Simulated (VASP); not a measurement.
# B3Pb (P6_3/mmc) in VASP: single point with PBE

Aim: the single point of B3Pb with PBE.

Program: VASP 6.6.1. These are calculated values, not measurements. Logs are shortened: lines on timing, memory, paths and dates and some standing lists are left out, and cuts for length are marked.

**1. The cell of the first run**

Symmetry: P6_3/mmc, No. 194, hexagonal system. The conventional cell has a = 6.069 Å, b = 6.069 Å, c = 3.238 Å, α = 90.00°, β = 90.00°, γ = 120.00°. B (site symmetry mm2) has 6 B at 1.80 to 1.92 Å within 2.4 Å. Pb (site symmetry -6m2) has 12 B at 2.95 to 3.12 Å and 8 Pb at 3.24 to 3.86 Å within 3.9 Å.

**2. Single point, PBE**

File INCAR:

```
ALGO = Normal ; EDIFF = 1E-6
ENCUT = 520 ; GGA = PE
ISIF = 2 ; ISMEAR = 0
LASPH = True ; LCHARG = False
LREAL = False ; LWAVE = False
NBANDS = 33 ; NELM = 60
PREC = Accurate ; SIGMA = 0.1
```

File KPOINTS:

```
k-points
0
Gamma
  6 6 4
```

File POSCAR:

```
B3Pb
1.0
    6.0686271114      0.0000000000      0.0000000000
   -3.0343135557      5.2555852445      0.0000000000
    0.0000000000      0.0000000000      3.2376980693
B Pb
6 2
Direct
    0.9012440287      0.8024880574      0.2500000000
    0.0987559713      0.9012440287      0.7500000000
    0.1975119426      0.0987559713      0.2500000000
    0.0987559713      0.1975119426      0.7500000000
    0.9012440287      0.0987559713      0.2500000000
    0.8024880574      0.9012440287      0.7500000000
    0.3333333333      0.6666666667      0.2500000000
    0.6666666667      0.3333333333      0.7500000000
```

Potentials or basis: VASP PAW PBE potentials, release 64 (B, Pb_d).

The run is started by

```bash
$ cat potpaw_PBE.64/B/POTCAR potpaw_PBE.64/Pb_d/POTCAR > POTCAR
$ mpirun -np 1 vasp_std > vasp.out
```

OUTCAR:

```text
EDIFF = 1E-6
   ENCUT = 520
   GGA = PE
   ISIF = 2
   ISMEAR = 0
   LASPH = True
   LREAL = False
   NELM = 60
   PREC = Accurate

 ion  position               nearest neighbor table
   1  0.901  0.802  0.250-   3 1.80   5 1.80   2 1.92   6 1.92   2 1.92   6 1.92   8 2.95   8 2.95
                             7 3.12   7 3.12
   2  0.099  0.901  0.750-   4 1.80   6 1.80   3 1.92   3 1.92   1 1.92   1 1.92   7 2.95   7 2.95
                             8 3.12   8 3.12
   3  0.198  0.099  0.250-   1 1.80   5 1.80   2 1.92   2 1.92   4 1.92   4 1.92   8 2.95   8 2.95
                             7 3.12   7 3.12
   4  0.099  0.198  0.750-   2 1.80   6 1.80   5 1.92   3 1.92   3 1.92   5 1.92   7 2.95   7 2.95
                             8 3.12   8 3.12
   5  0.901  0.099  0.250-   1 1.80   3 1.80   6 1.92   6 1.92   4 1.92   4 1.92   8 2.95   8 2.95
                             7 3.12   7 3.12
   6  0.802  0.901  0.750-   4 1.80   2 1.80   5 1.92   5 1.92   1 1.92   1 1.92   7 2.95   7 2.95
                             8 3.12   8 3.12
   7  0.333  0.667  0.250-   2 2.95   2 2.95   4 2.95   4 2.95   6 2.95   6 2.95   3 3.12   1 3.12
                             5 3.12   5 3.12   3 3.12   1 3.12   8 3.86   8 3.86   8 3.86   8 3.86
   8  0.667  0.333  0.750-   5 2.95   5 2.95   1 2.95   1 2.95   3 2.95   3 2.95   6 3.12   4 3.12
                             2 3.12   2 3.12   6 3.12   4 3.12   7 3.86   7 3.86   7 3.86   7 3.86

  LATTYP: Found a hexagonal cell.
 ALAT       =     6.0686271114
 C/A-ratio  =     0.5335140897

  Lattice vectors:

 A1 = (   6.0686271114,   0.0000000000,   0.0000000000)
 A2 = (  -3.0343135557,   5.2555852445,   0.0000000000)
 A3 = (   0.0000000000,   0.0000000000,   3.2376980693)

Analysis of symmetry for initial positions (statically):
=====================================================================
 Subroutine PRICEL returns:
 Original cell was already a primitive cell.

 Routine SETGRP: Setting up the symmetry group for a
 hexagonal supercell.

 Subroutine GETGRP returns: Found 24 space group operations
 (whereof 12 operations were pure point group operations)
 out of a pool of 24 trial point group operations.

The static configuration has the point symmetry D_3d.
 The point group associated with its full space group is D_6h.

Analysis of symmetry for dynamics (positions and initial velocities):
=====================================================================
 Subroutine PRICEL returns:
 Original cell was already a primitive cell.

 Routine SETGRP: Setting up the symmetry group for a
 hexagonal supercell.

 Subroutine GETGRP returns: Found 24 space group operations
 (whereof 12 operations were pure point group operations)
 out of a pool of 24 trial point group operations.

The dynamic configuration has the point symmetry D_3d.
 The point group associated with its full space group is D_6h.

 Subroutine INISYM returns: Found 24 space group operations
 (whereof 12 operations are pure point group operations),
 and found     1 'primitive' translations

----------------------------------------------------------------------------------------

                                     Primitive cell

  volume of cell :     103.2637

  direct lattice vectors                    reciprocal lattice vectors
     6.068627111  0.000000000  0.000000000     0.164781916  0.095136883  0.000000000
    -3.034313556  5.255585244  0.000000000     0.000000000  0.190273767  0.000000000
     0.000000000  0.000000000  3.237698069     0.000000000  0.000000000  0.308861413

  length of vectors
     6.068627111  6.068627111  3.237698069     0.190273767  0.190273767  0.308861413

  position of ions in fractional coordinates (direct lattice)
     0.901244029  0.802488057  0.250000000
     0.098755971  0.901244029  0.750000000
     0.197511943  0.098755971  0.250000000
     0.098755971  0.197511943  0.750000000
     0.901244029  0.098755971  0.250000000
     0.802488057  0.901244029  0.750000000
     0.333333333  0.666666667  0.250000000
     0.666666667  0.333333333  0.750000000

  ion indices of the primitive-cell ions
   primitive index   ion index
                 1           1
                 2           2
                 3           3
                 4           4
                 5           5
                 6           6
                 7           7
                 8           8

----------------------------------------------------------------------------------------

 KPOINTS: k-points

Automatic generation of k-mesh.
 Grid dimensions read from file:
 generate k-points for:    6    6    4

 Generating k-lattice:

  Cartesian coordinates                     Fractional coordinates (reciprocal lattice)
     0.027463653  0.015856147  0.000000000     0.166666667 -0.000000000  0.000000000
     0.000000000  0.031712294  0.000000000     0.000000000  0.166666667  0.000000000
     0.000000000  0.000000000  0.077215353     0.000000000  0.000000000  0.250000000

  Length of vectors
     0.031712294  0.031712294  0.077215353

  Shift w.r.t. Gamma in fractional coordinates (k-lattice)
     0.000000000  0.000000000  0.000000000

 Subroutine IBZKPT returns following result:
 ===========================================

 Found     21 irreducible k-points:

 Following reciprocal coordinates:
            Coordinates               Weight
  0.000000  0.000000  0.000000      1.000000
  0.166667  0.000000  0.000000      6.000000
  0.333333  0.000000  0.000000      6.000000
  0.500000  0.000000  0.000000      3.000000
  0.166667  0.166667  0.000000      6.000000
  0.333333  0.166667  0.000000     12.000000
[... 13 lines left out ...]
  0.333333  0.166667  0.500000     12.000000
  0.333333  0.333333  0.500000      2.000000
   k-points           NKPTS =     21   k-points in BZ     NKDIM =     21   number of bands    NBANDS=     33
   number of dos      NEDOS =    301   number of ions     NIONS =      8
   total plane-waves  NPLWV =  55296
   dimension x,y,z NGX =    48 NGY =   48 NGZ =   24
   dimension x,y,z NGXF=    96 NGYF=   96 NGZF=   48
   ions per type =               6   2
   NGX,Y,Z   is equivalent  to a cutoff of  13.15, 13.15, 12.32 a.u.
   NGXF,Y,Z  is equivalent  to a cutoff of  26.30, 26.30, 24.65 a.u.
 SYSTEM =  unknown system
   PREC   = accura    normal or accurate (medium, high low for compatibility)
   ISTART =      0    job   : 0-new  1-cont  2-samecut
   ICHARG =      2    charge: 1-file 2-atom 10-const
   ISPIN  =      1    spin polarized calculation?
   LNONCOLLINEAR =      F non collinear calculations
   LSORBIT =      F    spin-orbit coupling
   LASPH  =      T    aspherical Exc in radial PAW
   ENCUT  =  520.0 eV  38.22 Ry    6.18 a.u.  11.28 11.28  6.02*2*pi/ulx,y,z
   NELM   =     60;   NELMIN=  2; NELMDL= -5     # of ELM steps
   EDIFF  = 0.1E-05   stopping-criterion for ELM
   LREAL  =      F    real-space projection
   EDIFFG = 0.1E-04   stopping-criterion for IOM
   NSW    =      0    number of steps for IOM
   IBRION =     -1    ionic relax: 0-MD 1-quasi-New 2-CG
   NFREE  =      0    steps in history (QN), initial steepest desc. (CG)
   ISIF   =      2    stress and relaxation
   ISYM   =      2    0-nonsym 1-usesym 2-fastsym
   POTIM  = 0.5000    time-step for ionic-motion
   TEBEG  =    0.0;   TEEND  =   0.0 temperature during run
   PSTRESS=    0.0 pullay stress
   NELECT =      46.0000    total number of electrons
   NUPDOWN=      -1.0000    fix difference up-down
   EMIN   =  10.00;   EMAX   =-10.00  energy-range for DOS
   EFERMI =   0.00;   METHOD = LEGACY
   ISMEAR =     0;   SIGMA  =   0.10  broadening in eV -4-tet -1-fermi 0-gaus
   EFERMI_NEDOS =   21; number of points for ismear=-14 and -15
   IALGO  =     38    algorithm
   IMIX   =      4    mixing-type and parameters
     AMIX     =   0.40;   BMIX     =  1.00
     AMIX_MAG =   1.60;   BMIX_MAG =  1.00
  volume/ion in A,a.u.               =      12.91        87.11
  Fermi-wavevector in a.u.,A,eV,Ry     =   1.250292  2.362709 21.269039  1.563230
  Thomas-Fermi vector in A             =   2.384293
   LORBIT       =      0    0 simple, 1 ext, 2 COOP (PROOUT), +10 PAW based schemes
   GGA     = PE    functional components
   LHFCALC =     F    Hartree Fock is set to
   AEXX    =    0.0000 exact exchange contribution
   IVDW    =     0    specifies the selected vdW correction
   LEPSILON=     F    determine dielectric tensor
   LRPA    =     F    only Hartree local field effects (RPA)
 non-spin polarized calculation
 Gauss-broadening in eV      SIGMA  =   0.10
  energy-cutoff  :      520.00
  volume of cell :      103.26
 maximum number of plane-waves:      2806
 NGX is ok and might be reduce to    48
   NGX = 23   NGY = 23   NGZ = 13

 number of electron      46.0000012 magnetization

 Free energy of the ion-electron system (eV)
  ---------------------------------------------------
  ext. energy  EPLUGINS =         0.00000000
  ---------------------------------------------------
  free energy    TOTEN  =       -39.41862407 eV

  energy without entropy =      -39.39670783  energy(sigma->0) =      -39.40766595

 E-fermi :   7.0072     XC(G=0): -10.9664

 val. band max:        6.9367638875   @ k =   0.0000   0.0000   0.0000
 cond. band min:       7.0457905240   @ k =   0.3333   0.1667   0.2500
 fundamental gap:      0.1090266365
 Fermi energy:         7.0072210895

 k-point     1 :       0.0000    0.0000    0.0000
  band No.  band energies     occupation
      1     -10.2935      2.00000
      2     -10.2682      2.00000
      3      -9.9938      2.00000
      4      -9.9938      2.00000
      5      -9.9931      2.00000
      6      -9.9931      2.00000
[... 25 lines left out ...]
     32      13.6422      0.00000
     33      13.6422      0.00000

 k-point     2 :       0.1667    0.0000    0.0000
  band No.  band energies     occupation
      1     -10.2915      2.00000
      2     -10.2685      2.00000
      3     -10.0223      2.00000
      4     -10.0161      2.00000
      5      -9.9712      2.00000
      6      -9.9683      2.00000
[... 676 lines left out ...]
 k-point    21 :       0.3333    0.3333    0.5000
  band No.  band energies     occupation
      1     -10.0899      2.00000
      2     -10.0899      2.00000
      3     -10.0895      2.00000
      4     -10.0895      2.00000
      5      -9.9616      2.00000
      6      -9.9616      2.00000
[... 25 lines left out ...]
     32      12.9907      0.00000
     33      14.0566      0.00000

------------------------ aborting loop because EDIFF is reached ----------------------------------------

  FORCE on cell =-STRESS in cart. coord.  units (eV):
  Direction    XX          YY          ZZ          XY          YZ          ZX
  --------------------------------------------------------------------------------------
  -------------------------------------------------------------------------------------
  Total        0.0088685      0.0088685      0.1798632      0.0000000      0.0000000      0.0000000
  in kB        0.1375985      0.1375985      2.7906477      0.0000000      0.0000000      0.0000000
  external PRESSURE =       1.0219482 kB  Pullay stress =       0.0000000 kB

 VOLUME and BASIS-vectors are now :
 -----------------------------------------------------------------------------
  energy-cutoff  :      520.00
  volume of cell :      103.26
      direct lattice vectors                 reciprocal lattice vectors
     6.068627111  0.000000000  0.000000000     0.164781916  0.095136883  0.000000000
    -3.034313556  5.255585244  0.000000000     0.000000000  0.190273767  0.000000000
     0.000000000  0.000000000  3.237698069     0.000000000  0.000000000  0.308861413

 POSITION                                       TOTAL-FORCE (eV/Angst)
 -----------------------------------------------------------------------------------
      3.03431      4.21754      0.80942        -0.000000     -0.007192      0.000000
     -2.13534      4.73656      2.42827         0.006228     -0.003596      0.000000
      0.89897      0.51902      0.80942         0.006228      0.003596     -0.000000
      0.00000      1.03804      2.42827         0.000000      0.007192     -0.000000
      5.16966      0.51902      0.80942        -0.006228      0.003596     -0.000000
      2.13534      4.73656      2.42827        -0.006228     -0.003596      0.000000
     -0.00000      3.50372      0.80942        -0.000000      0.000000      0.000000
      3.03431      1.75186      2.42827        -0.000000     -0.000000      0.000000
 -----------------------------------------------------------------------------------
    total drift:                               -0.000000      0.000000      0.000000

  FREE ENERGIE OF THE ION-ELECTRON SYSTEM (eV)
  ---------------------------------------------------
  free  energy   TOTEN  =       -39.4186240719 eV

  energy  without entropy=      -39.3967078331  energy(sigma->0) =      -39.40766595
```

It took 2.6 min on 1 thread of Oxide Virtual Turin-like, shared host; peak memory 0.21 GiB.

Results:

| Quantity | Value |
| --- | --- |
| Free energy | -39.4186 eV |
| Pressure | 0.1 GPa |
| Largest force | 0.007 eV/Å |
| Band gap on the k mesh | zero (bands 23 and 24 overlap by 2.74 eV) |

Forces in eV/Å, atoms in the order of the input:
```
B    0.000 -0.007  0.000
B    0.006 -0.004  0.000
B    0.006  0.004  0.000
B    0.000  0.007  0.000
B   -0.006  0.004  0.000
B   -0.006 -0.004  0.000
Pb   0.000  0.000  0.000
Pb   0.000  0.000  0.000
```

Caveat: the k points lie up to 0.49 Å⁻¹ apart, too coarse for converged energies and pressures of a metal; spin-orbit coupling is left out, which moves the levels of the heavy elements.

The gap in the log of VASP goes by the Fermi energy; the results here count the filled bands.